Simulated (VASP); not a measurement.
Crystal: BaZrO3.

```
CELL_PARAMETERS angstrom
4.20536 0.00000 0.00000
0.00000 4.20536 0.00000
0.00000 0.00000 4.10022
ATOMIC_POSITIONS crystal
Ba 0.00000 0.00000 0.00000
Zr 0.50000 0.50000 0.50000
O 0.50000 0.50000 0.00000
O 0.50000 0.00000 0.50000
O 0.00000 0.50000 0.50000
```

This cell differs from its parent crystal: uniaxial z strain -2.5%.

Base run:

- Program: VASP 6.6.1
- Functional: r2SCAN
- Potentials or basis: VASP PAW PBE potentials, release 64 (Ba_sv, Zr_sv, O)
- Cutoff: 520 eV
- k mesh: 6 × 6 × 6
- Occupations: gaussian, width 0.01 eV
- Spin: no spin polarisation

Its results: band gap on the k mesh 3.65 eV (least direct gap 3.85 eV); pressure 5.7 GPa.

The run is repeated on the same cell with these changes: functional from r2SCAN to PBE; occupations from gaussian, width 0.01 eV to fermi-dirac, width 0.02 eV. What comes out?

Band gap on the k mesh 3.13 eV (least direct gap 3.31 eV); pressure 8.0 GPa.

Caveats: spin-orbit coupling is left out, which moves the levels of the heavy elements; the stress differs along the axes, from 3 to 10 GPa (at least some runs); the PAW data sets were made with another functional, which shifts forces and pressure a little (at least some runs); the stress differs along the axes, from 6 to 13 GPa (at least some runs).

A k mesh can miss the band edges.
